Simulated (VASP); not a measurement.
## V: single point with PBE

V:

```
V
1.0
    -1.50162    1.50162    1.50162
     1.50162   -1.50162    1.50162
     1.50162    1.50162   -1.50162
V
1
Direct
  0.00000 0.00000 0.00000
```

```
Program             : VASP 6.6.1
Task                : single point
Functional          : PBE
Potentials or basis : VASP PAW PBE potentials, release 64 (V_sv)
Cutoff              : 520 eV
k mesh              : 11 × 11 × 11
Occupations         : fermi-dirac, width 0.05 eV
Spin                : collinear spin, ferromagnetic start
Starting moments    : [1.0] μB
```

* Pressure: -0.7 GPa
* Net moment: 0.00 μB per cell
* Valence electrons inside the program's atomic spheres: V 11.64

Levels at points of the mesh, in eV from the Fermi level:
Spin up:
```
           k point  band 2  band 3  band 4  band 5  band 6  band 7  band 8  band 9  band 10  band 11
(0.00, 0.00, 0.00)  -37.03  -37.03  -37.03   -6.56    0.42    0.42    0.42    2.41     2.41    20.46
```
Spin down:
```tsv
k point	band 2	band 3	band 4	band 5	band 6	band 7	band 8	band 9	band 10	band 11
(0.00, 0.00, 0.00)	-37.03	-37.03	-37.03	-6.56	0.42	0.42	0.42	2.41	2.41	20.46
```

Wall time 38 s on 1 thread of Intel Xeon 8259CL (shared host), peak memory 0.14 GiB.
